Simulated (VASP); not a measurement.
# V2SiN2 (P4/mmm) in VASP: notebook

Runs on V2SiN2. Level: PBE. Tasks: single point, relaxation of cell and atoms.

Everything below comes from runs of VASP 6.6.1. Logs are shortened: lines on timing, memory, paths and dates and some standing lists are left out, and cuts for length are marked.

## Step 1: The cell of the first run

It takes space group P4/mmm (No. 123, tetragonal). Conventional cell: a = 3.974 Å, b = 3.974 Å, c = 3.803 Å, α = 90.00°, β = 90.00°, γ = 90.00°. Within 2.6 Å of V (site symmetry mmm) lie 4 N at 1.99 Å. Si (site symmetry 4/mmm) has 2 N at 1.90 Å within 2.5 Å. N (site symmetry 4/mmm) has 4 V at 1.99 Å within 2.6 Å. Within 2.5 Å of N (site symmetry 4/mmm) lie 2 Si at 1.90 Å and 4 V at 1.99 Å.

The cell was generated, and may not be a known phase.

## Step 2: Single point, PBE, collinear spin, ferromagnetic start

The input, INCAR:

```
ALGO = Normal ; EDIFF = 1E-6
ENCUT = 520 ; GGA = PE
ISIF = 2 ; ISMEAR = 0
ISPIN = 2 ; LASPH = T
LCHARG = F ; LMAXMIX = 4
LORBIT = 11 ; LREAL = F
LWAVE = F ; MAGMOM = 2 2 0 0 0
NBANDS = 32 ; NELM = 150
PREC = Accurate ; SIGMA = 0.1
```

The input, KPOINTS:

```
k-points
0
Gamma
  4 4 4
```

The input, POSCAR:

```
V2SiN2
1.0
    3.9740882012      0.0000000000      0.0000000000
    0.0000000000      3.9740882012      0.0000000000
    0.0000000000      0.0000000000      3.8032713861
V Si N
2 1 2
Direct
    0.0000000000      0.5000000000      0.5000000000
    0.5000000000      0.0000000000      0.5000000000
    0.0000000000      0.0000000000      0.0000000000
    0.5000000000      0.5000000000      0.5000000000
    0.0000000000      0.0000000000      0.5000000000
```

Potentials or basis: VASP PAW PBE potentials, release 64 (V_sv, Si, N).

The run is started by

```sh
$ cat potpaw_PBE.64/V_sv/POTCAR potpaw_PBE.64/Si/POTCAR potpaw_PBE.64/N/POTCAR > POTCAR
$ mpirun -np 1 vasp_std > vasp.out
```

OUTCAR:

```text
EDIFF = 1E-6
   ENCUT = 520
   GGA = PE
   ISIF = 2
   ISMEAR = 0
   ISPIN = 2
   LASPH = T
   LORBIT = 11
   LREAL = F
   NELM = 150
   PREC = Accurate

 ion  position               nearest neighbor table
   1  0.000  0.500  0.500-   4 1.99   5 1.99   5 1.99   4 1.99   3 2.75   3 2.75   3 2.75   3 2.75
                             2 2.81   2 2.81   2 2.81   2 2.81
   2  0.500  0.000  0.500-   4 1.99   5 1.99   4 1.99   5 1.99   3 2.75   3 2.75   3 2.75   3 2.75
                             1 2.81   1 2.81   1 2.81   1 2.81
   3  0.000  0.000  0.000-   5 1.90   5 1.90   1 2.75   1 2.75   2 2.75   2 2.75   1 2.75   1 2.75
                             2 2.75   2 2.75
   4  0.500  0.500  0.500-   1 1.99   2 1.99   2 1.99   1 1.99
   5  0.000  0.000  0.500-   3 1.90   3 1.90   1 1.99   2 1.99   1 1.99   2 1.99

  LATTYP: Found a simple tetragonal cell.
 ALAT       =     3.9740882012
 C/A-ratio  =     0.9570173568

  Lattice vectors:

 A1 = (   3.9740882012,   0.0000000000,   0.0000000000)
 A2 = (   0.0000000000,   3.9740882012,   0.0000000000)
 A3 = (   0.0000000000,   0.0000000000,   3.8032713861)

Analysis of symmetry for initial positions (statically):
=====================================================================
 Subroutine PRICEL returns:
 Original cell was already a primitive cell.

 Routine SETGRP: Setting up the symmetry group for a
 simple tetragonal supercell.

 Subroutine GETGRP returns: Found 16 space group operations
 (whereof 16 operations were pure point group operations)
 out of a pool of 16 trial point group operations.

The static configuration has the point symmetry D_4h.

Analysis of symmetry for dynamics (positions and initial velocities):
=====================================================================
 Subroutine PRICEL returns:
 Original cell was already a primitive cell.

 Routine SETGRP: Setting up the symmetry group for a
 simple tetragonal supercell.

 Subroutine GETGRP returns: Found 16 space group operations
 (whereof 16 operations were pure point group operations)
 out of a pool of 16 trial point group operations.

The dynamic configuration has the point symmetry D_4h.

Analysis of structural, dynamic, and magnetic symmetry:
=====================================================================
 Subroutine PRICEL returns:
 Original cell was already a primitive cell.

 Routine SETGRP: Setting up the symmetry group for a
 simple tetragonal supercell.

 Subroutine GETGRP returns: Found 16 space group operations
 (whereof 16 operations were pure point group operations)
 out of a pool of 16 trial point group operations.

The overall configuration has the point symmetry D_4h.

 Subroutine INISYM returns: Found 16 space group operations
 (whereof 16 operations are pure point group operations),
 and found     1 'primitive' translations

----------------------------------------------------------------------------------------

                                     Primitive cell

  volume of cell :      60.0665

  direct lattice vectors                    reciprocal lattice vectors
     3.974088201  0.000000000  0.000000000     0.251630047  0.000000000  0.000000000
     0.000000000  3.974088201  0.000000000     0.000000000  0.251630047  0.000000000
     0.000000000  0.000000000  3.803271386     0.000000000  0.000000000  0.262931539

  length of vectors
     3.974088201  3.974088201  3.803271386     0.251630047  0.251630047  0.262931539

  position of ions in fractional coordinates (direct lattice)
     0.000000000  0.500000000  0.500000000
     0.500000000  0.000000000  0.500000000
     0.000000000  0.000000000  0.000000000
     0.500000000  0.500000000  0.500000000
     0.000000000  0.000000000  0.500000000

  ion indices of the primitive-cell ions
   primitive index   ion index
                 1           1
                 2           2
                 3           3
                 4           4
                 5           5

[... 28 lines left out ...]
  0.000000  0.000000  0.000000      1.000000
  0.250000  0.000000  0.000000      4.000000
  0.500000  0.000000  0.000000      2.000000
  0.250000  0.250000  0.000000      4.000000
  0.500000  0.250000  0.000000      4.000000
  0.500000  0.500000  0.000000      1.000000
[... 10 lines left out ...]
  0.500000  0.250000  0.500000      4.000000
  0.500000  0.500000  0.500000      1.000000
   k-points           NKPTS =     18   k-points in BZ     NKDIM =     18   number of bands    NBANDS=     32
   number of dos      NEDOS =    301   number of ions     NIONS =      5
   total plane-waves  NPLWV =  25200
   dimension x,y,z NGX =    30 NGY =   30 NGZ =   28
   dimension x,y,z NGXF=    60 NGYF=   60 NGZF=   56
   ions per type =               2   1   2
   NGX,Y,Z   is equivalent  to a cutoff of  12.55, 12.55, 12.24 a.u.
   NGXF,Y,Z  is equivalent  to a cutoff of  25.10, 25.10, 24.48 a.u.
 SYSTEM =  unknown system
   PREC   = accura    normal or accurate (medium, high low for compatibility)
   ISTART =      0    job   : 0-new  1-cont  2-samecut
   ICHARG =      2    charge: 1-file 2-atom 10-const
   ISPIN  =      2    spin polarized calculation?
   LNONCOLLINEAR =      F non collinear calculations
   LSORBIT =      F    spin-orbit coupling
   LASPH  =      T    aspherical Exc in radial PAW
   ENCUT  =  520.0 eV  38.22 Ry    6.18 a.u.   7.39  7.39  7.07*2*pi/ulx,y,z
   NELM   =    150;   NELMIN=  2; NELMDL= -5     # of ELM steps
   EDIFF  = 0.1E-05   stopping-criterion for ELM
   LREAL  =      F    real-space projection
   EDIFFG = 0.1E-04   stopping-criterion for IOM
   NSW    =      0    number of steps for IOM
   IBRION =     -1    ionic relax: 0-MD 1-quasi-New 2-CG
   NFREE  =      0    steps in history (QN), initial steepest desc. (CG)
   ISIF   =      2    stress and relaxation
   ISYM   =      2    0-nonsym 1-usesym 2-fastsym
   POTIM  = 0.5000    time-step for ionic-motion
   TEBEG  =    0.0;   TEEND  =   0.0 temperature during run
   PSTRESS=    0.0 pullay stress
   NELECT =      40.0000    total number of electrons
   NUPDOWN=      -1.0000    fix difference up-down
   EMIN   =  10.00;   EMAX   =-10.00  energy-range for DOS
   EFERMI =   0.00;   METHOD = LEGACY
   ISMEAR =     0;   SIGMA  =   0.10  broadening in eV -4-tet -1-fermi 0-gaus
   EFERMI_NEDOS =   21; number of points for ismear=-14 and -15
   IALGO  =     38    algorithm
   IMIX   =      4    mixing-type and parameters
     AMIX     =   0.40;   BMIX     =  1.00
     AMIX_MAG =   1.60;   BMIX_MAG =  1.00
  volume/ion in A,a.u.               =      12.01        81.07
  Fermi-wavevector in a.u.,A,eV,Ry     =   1.429609  2.701570 27.807356  2.043783
  Thomas-Fermi vector in A             =   2.549544
   LORBIT       =     11    0 simple, 1 ext, 2 COOP (PROOUT), +10 PAW based schemes
   GGA     = PE    functional components
   LHFCALC =     F    Hartree Fock is set to
   AEXX    =    0.0000 exact exchange contribution
   IVDW    =     0    specifies the selected vdW correction
   LEPSILON=     F    determine dielectric tensor
   LRPA    =     F    only Hartree local field effects (RPA)
 spin polarized calculation
 Gauss-broadening in eV      SIGMA  =   0.10
  energy-cutoff  :      520.00
  volume of cell :       60.07
 maximum number of plane-waves:      1647
 NGX is ok and might be reduce to    30
   NGX = 15   NGY = 15   NGZ = 15

 number of electron      39.9999991 magnetization       0.5289494

 Free energy of the ion-electron system (eV)
  ---------------------------------------------------
  ext. energy  EPLUGINS =         0.00000000
  ---------------------------------------------------
  free energy    TOTEN  =       -41.29128437 eV

  energy without entropy =      -41.27317457  energy(sigma->0) =      -41.28222947

 E-fermi :   8.2030     XC(G=0): -11.6141

 val. band max:        8.1997570918   @ k =   0.2500   0.0000   0.2500
 cond. band min:       8.2265889204   @ k =   0.2500   0.2500   0.5000
 fundamental gap:      0.0268318286
 Fermi energy:         8.2030250353

 spin component 1

 k-point     1 :       0.0000    0.0000    0.0000
  band No.  band energies     occupation
      1     -56.9092      1.00000
      2     -56.8331      1.00000
      3     -30.9557      1.00000
      4     -30.9557      1.00000
      5     -30.6627      1.00000
      6     -30.6584      1.00000
[... 619 lines left out ...]
     31      15.6437      0.00000
     32      18.2122      0.00000
 Fermi energy:         8.2030250353

 spin component 2

 k-point     1 :       0.0000    0.0000    0.0000
  band No.  band energies     occupation
      1     -56.6442      1.00000
      2     -56.5671      1.00000
      3     -30.7440      1.00000
      4     -30.7440      1.00000
      5     -30.4417      1.00000
      6     -30.4417      1.00000
[... 619 lines left out ...]
     31      15.6523      0.00000
     32      18.2764      0.00000

------------------------ aborting loop because EDIFF is reached ----------------------------------------

  FORCE on cell =-STRESS in cart. coord.  units (eV):
  Direction    XX          YY          ZZ          XY          YZ          ZX
  --------------------------------------------------------------------------------------
  -------------------------------------------------------------------------------------
  Total        0.2000105      0.2000105      0.0081556      0.0000000      0.0000000      0.0000000
  in kB        5.3349574      5.3349574      0.2175383      0.0000000      0.0000000      0.0000000
  external PRESSURE =       3.6291510 kB  Pullay stress =       0.0000000 kB

 VOLUME and BASIS-vectors are now :
 -----------------------------------------------------------------------------
  energy-cutoff  :      520.00
  volume of cell :       60.07
      direct lattice vectors                 reciprocal lattice vectors
     3.974088201  0.000000000  0.000000000     0.251630047  0.000000000  0.000000000
     0.000000000  3.974088201  0.000000000     0.000000000  0.251630047  0.000000000
     0.000000000  0.000000000  3.803271386     0.000000000  0.000000000  0.262931539

 POSITION                                       TOTAL-FORCE (eV/Angst)
 -----------------------------------------------------------------------------------
      0.00000      1.98704      1.90164         0.000000      0.000000      0.000000
      1.98704      0.00000      1.90164         0.000000      0.000000      0.000000
      0.00000      0.00000      0.00000         0.000000      0.000000      0.000000
      1.98704      1.98704      1.90164         0.000000      0.000000      0.000000
      0.00000      0.00000      1.90164         0.000000      0.000000      0.000000
 -----------------------------------------------------------------------------------
    total drift:                                0.000000      0.000000     -0.000000

  FREE ENERGIE OF THE ION-ELECTRON SYSTEM (eV)
  ---------------------------------------------------
  free  energy   TOTEN  =       -41.2912843676 eV

  energy  without entropy=      -41.2731745686  energy(sigma->0) =      -41.28222947

 total charge

# of ion       s       p       d       tot
------------------------------------------
    1        2.240   6.268   3.111  11.619
    2        2.240   6.268   3.111  11.619
    3        0.765   0.812   0.000   1.578
    4        1.268   2.438   0.000   3.706
    5        1.273   2.581   0.000   3.854
--------------------------------------------------
tot          7.786  18.368   6.222  32.376

 magnetization (x)

# of ion       s       p       d       tot
------------------------------------------
    1        0.004   0.001   0.258   0.264
    2        0.004   0.001   0.258   0.264
    3       -0.006  -0.014   0.000  -0.019
    4       -0.002  -0.022   0.000  -0.024
    5       -0.002   0.000   0.000  -0.002
--------------------------------------------------
tot         -0.001  -0.033   0.516   0.483
```

Wall time 31 s (1 thread of Intel Xeon 6975P-C (Granite Rapids), shared host); peak memory 0.21 GiB.

What came out:

```
Free energy                                           : -41.2913 eV
Pressure                                              : 0.4 GPa
Net moment                                            : 0.53 μB per cell
Site moments                                          : V +0.26; Si -0.02; N -0.02, -0.00 μB
Valence electrons inside the program's atomic spheres : V 11.62; Si 1.58; N 3.71, 3.85
```

Caveat: the k points lie up to 0.41 Å⁻¹ apart; a moment this small can come from the mesh or the smearing. With open d or f shells a metallic result of PBE can be an artefact of self-interaction; +U or a hybrid may open a gap.

(Continued in part 2 of 2.)
